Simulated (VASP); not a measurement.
The system is Ag.

```
CELL_PARAMETERS angstrom
0.00000 2.01514 2.01514
2.01514 0.00000 2.01514
2.01514 2.01514 0.00000
ATOMIC_POSITIONS crystal
Ag 0.00000 0.00000 0.00000
```

Base run:

```yaml
Program: VASP 6.6.1
Functional: BLYP
Dispersion: D3(BJ)
Potentials_or_basis: VASP PAW PBE potentials, release 64 (Ag)
Cutoff: 520 eV
k_mesh: 11 × 11 × 11
Occupations: fermi-dirac, width 0.05 eV
Spin: no spin polarisation
```

Its results: pressure 3.9 GPa.

Task: The run is repeated on the same cell with these changes: functional from BLYP to PBE. What comes out?

Result: Pressure 3.4 GPa.

PBE binds more tightly than BLYP, so the same cell stands under less pressure.

Caveats: pairwise dispersion overbinds metals, which lowers pressure and volume; the PAW data sets were made with another functional, which shifts forces and pressure a little (some runs).
